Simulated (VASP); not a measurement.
# ZnS (P6_3mc) in VASP: notebook

The runs below take ZnS through single point, relaxation of cell and atoms, with PBE.

Everything below comes from runs of VASP 6.6.1. Logs are shortened: lines on timing, memory, paths and dates and some standing lists are left out, and cuts for length are marked.

### Step 1. The cell of the first run

Symmetry: P6_3mc, No. 186, hexagonal system. Conventional cell: a = 3.830 Å, b = 3.830 Å, c = 12.532 Å, α = 90.00°, β = 90.00°, γ = 120.00°. Within 3.1 Å of Zn (site symmetry 3m) lie 4 S at 2.35 Å. Within 3.1 Å of Zn (site symmetry 3m) lie 4 S at 2.35 Å. Within 3.1 Å of S (site symmetry 3m) lie 4 Zn at 2.35 Å. S (site symmetry 3m) has 4 Zn at 2.35 Å within 3.1 Å.

### Step 2. Single point, PBE

File INCAR:

```
SYSTEM = ZnS
PREC = Accurate
ENCUT = 520
EDIFF = 1E-7
ISMEAR = 0
SIGMA = 0.01
LREAL = .FALSE.
LASPH = .TRUE.
NELM = 80
ALGO = Normal
ISIF = 2
LWAVE = .FALSE.
LCHARG = .TRUE.
GGA = PE
LELF = .TRUE.
LVHAR = .TRUE.
NBANDS = 46
```

File KPOINTS:

```
regular mesh
0
G
  6 6 2
  0 0 0
```

File POSCAR:

```
ZnS
1.0
    3.8295297390      0.0000000000      0.0000000000
   -1.9147648695      3.3164700386      0.0000000000
    0.0000000000      0.0000000000     12.5318315710
Zn S
4 4
Direct
    0.0000000000      0.0000000000      0.0000599368
    0.0000000000      0.0000000000      0.5000599368
    0.3333333333      0.6666666667      0.2500270691
    0.6666666667      0.3333333333      0.7500270691
    0.0000000000      0.0000000000      0.1872797262
    0.0000000000      0.0000000000      0.6872797262
    0.3333333333      0.6666666667      0.4376332679
    0.6666666667      0.3333333333      0.9376332679
```

Potentials or basis: VASP PAW PBE potentials, release 64 (Zn, S).

Started as:

```bash
> cat potpaw_PBE.64/Zn/POTCAR potpaw_PBE.64/S/POTCAR > POTCAR
> mpirun -np 1 vasp_std > vasp.out
```

OUTCAR:

```text
SYSTEM = ZnS
   PREC = Accurate
   ENCUT = 520
   EDIFF = 1E-7
   ISMEAR = 0
   LREAL = .FALSE.
   LASPH = .TRUE.
   NELM = 80
   ISIF = 2
   GGA = PE

 ion  position               nearest neighbor table
   1  0.000  0.000  0.000-   8 2.35   8 2.35   8 2.35   5 2.35
   2  0.000  0.000  0.500-   7 2.35   7 2.35   7 2.35   6 2.35
   3  0.333  0.667  0.250-   5 2.35   5 2.35   5 2.35   7 2.35
   4  0.667  0.333  0.750-   6 2.35   6 2.35   6 2.35   8 2.35
   5  0.000  0.000  0.187-   1 2.35   3 2.35   3 2.35   3 2.35
   6  0.000  0.000  0.687-   2 2.35   4 2.35   4 2.35   4 2.35
   7  0.333  0.667  0.438-   2 2.35   2 2.35   2 2.35   3 2.35
   8  0.667  0.333  0.938-   1 2.35   1 2.35   1 2.35   4 2.35

  LATTYP: Found a hexagonal cell.
 ALAT       =     3.8295297390
 C/A-ratio  =     3.2724204864

  Lattice vectors:

 A1 = (   3.8295297390,   0.0000000000,   0.0000000000)
 A2 = (  -1.9147648695,   3.3164700386,   0.0000000000)
 A3 = (   0.0000000000,   0.0000000000,  12.5318315710)

Analysis of symmetry for initial positions (statically):
=====================================================================
 Subroutine PRICEL returns:
 Original cell was already a primitive cell.

 Routine SETGRP: Setting up the symmetry group for a
 hexagonal supercell.

 Subroutine GETGRP returns: Found 12 space group operations
 (whereof  6 operations were pure point group operations)
 out of a pool of 24 trial point group operations.

The static configuration has the point symmetry C_3v.
 The point group associated with its full space group is C_6v.

Analysis of symmetry for dynamics (positions and initial velocities):
=====================================================================
 Subroutine PRICEL returns:
 Original cell was already a primitive cell.

 Routine SETGRP: Setting up the symmetry group for a
 hexagonal supercell.

 Subroutine GETGRP returns: Found 12 space group operations
 (whereof  6 operations were pure point group operations)
 out of a pool of 24 trial point group operations.

The dynamic configuration has the point symmetry C_3v.
 The point group associated with its full space group is C_6v.

 Subroutine INISYM returns: Found 12 space group operations
 (whereof  6 operations are pure point group operations),
 and found     1 'primitive' translations

----------------------------------------------------------------------------------------

                                     Primitive cell

  volume of cell :     159.1608

  direct lattice vectors                    reciprocal lattice vectors
     3.829529739  0.000000000  0.000000000     0.261128668  0.150762707  0.000000000
    -1.914764869  3.316470039  0.000000000     0.000000000  0.301525414  0.000000000
     0.000000000  0.000000000 12.531831571     0.000000000  0.000000000  0.079796795

  length of vectors
     3.829529739  3.829529739 12.531831571     0.301525414  0.301525414  0.079796795

  position of ions in fractional coordinates (direct lattice)
     0.000000000  0.000000000  0.000059937
     0.000000000  0.000000000  0.500059937
     0.333333333  0.666666667  0.250027069
     0.666666667  0.333333333  0.750027069
     0.000000000  0.000000000  0.187279726
     0.000000000  0.000000000  0.687279726
     0.333333333  0.666666667  0.437633268
     0.666666667  0.333333333  0.937633268

  ion indices of the primitive-cell ions
   primitive index   ion index
                 1           1
                 2           2
                 3           3
                 4           4
                 5           5
                 6           6
                 7           7
                 8           8

----------------------------------------------------------------------------------------

 KPOINTS: regular mesh

Automatic generation of k-mesh.
 Grid dimensions read from file:
 generate k-points for:    6    6    2

 Generating k-lattice:

  Cartesian coordinates                     Fractional coordinates (reciprocal lattice)
     0.043521445  0.025127118  0.000000000     0.166666667  0.000000000  0.000000000
     0.000000000  0.050254236  0.000000000     0.000000000  0.166666667  0.000000000
     0.000000000  0.000000000  0.039898398     0.000000000  0.000000000  0.500000000

  Length of vectors
     0.050254236  0.050254236  0.039898398

  Shift w.r.t. Gamma in fractional coordinates (k-lattice)
     0.000000000  0.000000000  0.000000000

 Subroutine IBZKPT returns following result:
 ===========================================

 Found     14 irreducible k-points:

 Following reciprocal coordinates:
            Coordinates               Weight
  0.000000  0.000000  0.000000      1.000000
  0.166667 -0.000000  0.000000      6.000000
  0.333333  0.000000  0.000000      6.000000
  0.500000  0.000000  0.000000      3.000000
  0.166667  0.166667  0.000000      6.000000
  0.333333  0.166667  0.000000     12.000000
  0.333333  0.333333  0.000000      2.000000
  0.000000  0.000000  0.500000      1.000000
  0.166667 -0.000000  0.500000      6.000000
  0.333333  0.000000  0.500000      6.000000
  0.500000  0.000000  0.500000      3.000000
  0.166667  0.166667  0.500000      6.000000
  0.333333  0.166667  0.500000     12.000000
  0.333333  0.333333  0.500000      2.000000
   k-points           NKPTS =     14   k-points in BZ     NKDIM =     14   number of bands    NBANDS=     46
   number of dos      NEDOS =    301   number of ions     NIONS =      8
   total plane-waves  NPLWV =  75264
   dimension x,y,z NGX =    28 NGY =   28 NGZ =   96
   dimension x,y,z NGXF=    56 NGYF=   56 NGZF=  192
   ions per type =               4   4
   NGX,Y,Z   is equivalent  to a cutoff of  12.16, 12.16, 12.74 a.u.
   NGXF,Y,Z  is equivalent  to a cutoff of  24.31, 24.31, 25.47 a.u.
 SYSTEM =  ZnS
   PREC   = accura    normal or accurate (medium, high low for compatibility)
   ISTART =      0    job   : 0-new  1-cont  2-samecut
   ICHARG =      2    charge: 1-file 2-atom 10-const
   ISPIN  =      1    spin polarized calculation?
   LNONCOLLINEAR =      F non collinear calculations
   LSORBIT =      F    spin-orbit coupling
   LASPH  =      T    aspherical Exc in radial PAW
   ENCUT  =  520.0 eV  38.22 Ry    6.18 a.u.   7.12  7.12 23.30*2*pi/ulx,y,z
   NELM   =     80;   NELMIN=  2; NELMDL= -5     # of ELM steps
   EDIFF  = 0.1E-06   stopping-criterion for ELM
   LREAL  =      F    real-space projection
   EDIFFG = 0.1E-05   stopping-criterion for IOM
   NSW    =      0    number of steps for IOM
   IBRION =     -1    ionic relax: 0-MD 1-quasi-New 2-CG
   NFREE  =      0    steps in history (QN), initial steepest desc. (CG)
   ISIF   =      2    stress and relaxation
   ISYM   =      2    0-nonsym 1-usesym 2-fastsym
   POTIM  = 0.5000    time-step for ionic-motion
   TEBEG  =    0.0;   TEEND  =   0.0 temperature during run
   PSTRESS=    0.0 pullay stress
   NELECT =      72.0000    total number of electrons
   NUPDOWN=      -1.0000    fix difference up-down
   EMIN   =  10.00;   EMAX   =-10.00  energy-range for DOS
   EFERMI =   0.00;   METHOD = LEGACY
   ISMEAR =     0;   SIGMA  =   0.01  broadening in eV -4-tet -1-fermi 0-gaus
   EFERMI_NEDOS =   21; number of points for ismear=-14 and -15
   IALGO  =     38    algorithm
   IMIX   =      4    mixing-type and parameters
     AMIX     =   0.40;   BMIX     =  1.00
     AMIX_MAG =   1.60;   BMIX_MAG =  1.00
  volume/ion in A,a.u.               =      19.90       134.26
  Fermi-wavevector in a.u.,A,eV,Ry     =   1.256725  2.374866 21.488471  1.579358
  Thomas-Fermi vector in A             =   2.390419
   LORBIT       =      0    0 simple, 1 ext, 2 COOP (PROOUT), +10 PAW based schemes
   GGA     = PE    functional components
   LHFCALC =     F    Hartree Fock is set to
   AEXX    =    0.0000 exact exchange contribution
   IVDW    =     0    specifies the selected vdW correction
   LEPSILON=     F    determine dielectric tensor
   LRPA    =     F    only Hartree local field effects (RPA)
 non-spin polarized calculation
 Gauss-broadening in eV      SIGMA  =   0.01
  energy-cutoff  :      520.00
  volume of cell :      159.16
 maximum number of plane-waves:      4316
   NGX = 15   NGY = 15   NGZ = 47

 number of electron      71.9999985 magnetization

 Free energy of the ion-electron system (eV)
  ---------------------------------------------------
  ext. energy  EPLUGINS =         0.00000000
  ---------------------------------------------------
  free energy    TOTEN  =       -27.38393418 eV

  energy without entropy =      -27.38393418  energy(sigma->0) =      -27.38393418

 E-fermi :   2.1243     XC(G=0):  -9.5865

 val. band max:        2.0377958317   @ k =   0.0000   0.0000   0.0000
 cond. band min:       4.1501236052   @ k =   0.0000   0.0000   0.0000
 fundamental gap:      2.1123277735
 Fermi energy:         2.1242519925

 k-point     1 :       0.0000    0.0000    0.0000
  band No.  band energies     occupation
      1     -11.0560      2.00000
      2     -10.6436      2.00000
      3     -10.6342      2.00000
      4     -10.1423      2.00000
      5      -4.2704      2.00000
      6      -4.2649      2.00000
[... 38 lines left out ...]
     45       8.6998      0.00000
     46       8.8508      0.00000

 k-point     2 :       0.1667   -0.0000    0.0000
  band No.  band energies     occupation
      1     -10.8770      2.00000
      2     -10.4973      2.00000
      3     -10.4877      2.00000
      4     -10.0461      2.00000
      5      -4.2803      2.00000
      6      -4.2617      2.00000
[... 38 lines left out ...]
     45       8.8130      0.00000
     46       8.9164      0.00000

 k-point     3 :       0.3333    0.0000    0.0000
  band No.  band energies     occupation
      1     -10.4477      2.00000
      2     -10.1751      2.00000
      3     -10.1658      2.00000
      4      -9.8742      2.00000
      5      -4.2945      2.00000
      6      -4.2427      2.00000
[... 38 lines left out ...]
     45       9.0598      0.00000
     46       9.6132      0.00000

 k-point     4 :       0.5000    0.0000    0.0000
  band No.  band energies     occupation
      1     -10.1490      2.00000
      2      -9.9970      2.00000
      3      -9.9907      2.00000
      4      -9.8363      2.00000
      5      -4.2967      2.00000
      6      -4.2026      2.00000
[... 430 lines left out ...]
     45       9.1229      0.00000
     46       9.1229      0.00000

 k-point    13 :       0.3333    0.1667    0.5000
  band No.  band energies     occupation
      1     -10.1155      2.00000
      2     -10.1155      2.00000
      3      -9.8786      2.00000
      4      -9.8786      2.00000
      5      -4.2104      2.00000
      6      -4.2104      2.00000
[... 38 lines left out ...]
     45       9.3590      0.00000
     46       9.3590      0.00000

 k-point    14 :       0.3333    0.3333    0.5000
  band No.  band energies     occupation
      1      -9.9178      2.00000
      2      -9.9178      2.00000
      3      -9.9042      2.00000
      4      -9.9042      2.00000
      5      -4.1960      2.00000
      6      -4.1960      2.00000
[... 38 lines left out ...]
     45       9.5013      0.00000
     46       9.5013      0.00000

------------------------ aborting loop because EDIFF is reached ----------------------------------------

  FORCE on cell =-STRESS in cart. coord.  units (eV):
  Direction    XX          YY          ZZ          XY          YZ          ZX
  --------------------------------------------------------------------------------------
  -------------------------------------------------------------------------------------
  Total        1.1482845      1.1482845      1.1338658      0.0000000      0.0000000      0.0000000
  in kB       11.5591000     11.5591000     11.4139557      0.0000000      0.0000000      0.0000000
  external PRESSURE =      11.5107185 kB  Pullay stress =       0.0000000 kB

 VOLUME and BASIS-vectors are now :
 -----------------------------------------------------------------------------
  energy-cutoff  :      520.00
  volume of cell :      159.16
      direct lattice vectors                 reciprocal lattice vectors
     3.829529739  0.000000000  0.000000000     0.261128668  0.150762707  0.000000000
    -1.914764869  3.316470039  0.000000000     0.000000000  0.301525414  0.000000000
     0.000000000  0.000000000 12.531831571     0.000000000  0.000000000  0.079796795

 POSITION                                       TOTAL-FORCE (eV/Angst)
 -----------------------------------------------------------------------------------
      0.00000      0.00000      0.00075         0.000000     -0.000000      0.005015
      0.00000      0.00000      6.26667         0.000000      0.000000      0.005015
     -0.00000      2.21098      3.13330        -0.000000      0.000000      0.003838
      1.91476      1.10549      9.39921        -0.000000      0.000000      0.003838
      0.00000      0.00000      2.34696         0.000000     -0.000000     -0.004324
      0.00000      0.00000      8.61287         0.000000      0.000000     -0.004324
     -0.00000      2.21098      5.48435        -0.000000     -0.000000     -0.004530
      1.91476      1.10549     11.75026         0.000000      0.000000     -0.004530
 -----------------------------------------------------------------------------------
    total drift:                               -0.000001     -0.000002      0.000133

  FREE ENERGIE OF THE ION-ELECTRON SYSTEM (eV)
  ---------------------------------------------------
  free  energy   TOTEN  =       -27.3839341791 eV

  energy  without entropy=      -27.3839341791  energy(sigma->0) =      -27.38393418
```

It took 54 s on 1 thread of Intel Xeon 6975P-C (Granite Rapids), shared host; peak memory 0.29 GiB.

Results:

```
Free energy            : -27.3839 eV
Pressure               : 1.2 GPa
Largest force          : 0.005 eV/Å
Band gap on the k mesh : 2.11 eV
```

Forces on the atoms (eV/Å):
```
Zn   0.000  0.000  0.005
Zn   0.000  0.000  0.005
Zn   0.000  0.000  0.004
Zn   0.000  0.000  0.004
S    0.000  0.000 -0.004
S    0.000  0.000 -0.004
S    0.000  0.000 -0.005
S    0.000  0.000 -0.005
```

Levels at points of the mesh, in eV from the valence-band top:
```
           k point  band 32  band 33  band 34  band 35  band 36  band 37  band 38  band 39  band 40  band 41
(0.00, 0.00, 0.00)    -0.45    -0.45    -0.04     0.00     0.00     2.11     3.18     3.37     3.61     6.35
(0.50, 0.00, 0.00)    -1.58    -1.57    -1.55    -1.09    -0.86     3.31     3.38     3.77     4.35     4.88
(0.00, 0.00, 0.50)    -0.75    -0.14    -0.14    -0.14    -0.14     2.96     2.96     3.30     3.30     6.29
(0.50, 0.00, 0.50)    -2.02    -1.49    -1.49    -1.09    -1.09     3.70     3.70     4.02     4.02     4.69
```

### Step 3. Single point, PBE

File INCAR:

```
SYSTEM = ZnS
  PREC = Accurate
  ENCUT = 520
  EDIFF = 1E-6
  ISMEAR = 0
  SIGMA = 0.01
  LREAL = .FALSE.
  LASPH = .TRUE.
  NELM = 100
  ALGO = Normal
  ISIF = 2
  LWAVE = .FALSE.
  LCHARG = .FALSE.
  GGA = PE
  NBANDS = 46
```

KPOINTS is that of step 2.

File POSCAR:

```
ZnS
1.0
    3.8295297497      0.0000000000      0.0000000000
   -1.9147648749      3.3164700478      0.0000000000
    0.0000000000      0.0000000000     12.5318315767
Zn S
4 4
Direct
    0.0000000000      0.0000000000      0.0000599384
    0.0000000000      0.0000000000      0.5000599384
    0.3333333333      0.6666666667      0.2500270676
    0.6666666667      0.3333333333      0.7500270676
    0.0000000000      0.0000000000      0.1872797264
    0.0000000000      0.0000000000      0.6872797264
    0.3333333333      0.6666666667      0.4376332677
    0.6666666667      0.3333333333      0.9376332677
```

Potentials or basis: VASP PAW PBE potentials, release 64 (Zn, S).

Started as:

```bash
> cat potpaw_PBE.64/Zn/POTCAR potpaw_PBE.64/S/POTCAR > POTCAR
> mpirun -np 1 vasp_std > vasp.out
```

Run time: 47 s. Hardware: 1 thread of Intel Xeon 6975P-C (Granite Rapids), shared host; peak memory 0.29 GiB.

Results (log left out):

```
Free energy            : -27.3839 eV
Pressure               : 1.2 GPa
Largest force          : 0.005 eV/Å
Band gap on the k mesh : 2.11 eV
```

Forces in eV/Å, atoms in the order of the input:
```
Zn   0.000  0.000  0.005
Zn   0.000  0.000  0.005
Zn   0.000  0.000  0.004
Zn   0.000  0.000  0.004
S    0.000  0.000 -0.004
S    0.000  0.000 -0.004
S    0.000  0.000 -0.005
S    0.000  0.000 -0.005
```

Levels at points of the mesh, in eV from the valence-band top:
| k point | band 32 | band 33 | band 34 | band 35 | band 36 | band 37 | band 38 | band 39 | band 40 | band 41 |
| --- | --- | --- | --- | --- | --- | --- | --- | --- | --- | --- |
| (0.00, 0.00, 0.00) | -0.45 | -0.45 | -0.04 | 0.00 | 0.00 | 2.11 | 3.18 | 3.37 | 3.61 | 6.35 |
| (0.50, 0.00, 0.00) | -1.58 | -1.57 | -1.55 | -1.09 | -0.86 | 3.31 | 3.38 | 3.77 | 4.35 | 4.88 |
| (0.00, 0.00, 0.50) | -0.75 | -0.14 | -0.14 | -0.14 | -0.14 | 2.96 | 2.96 | 3.30 | 3.30 | 6.29 |
| (0.50, 0.00, 0.50) | -2.02 | -1.49 | -1.49 | -1.09 | -1.09 | 3.70 | 3.70 | 4.02 | 4.02 | 4.69 |

[end of part 1 of 2]
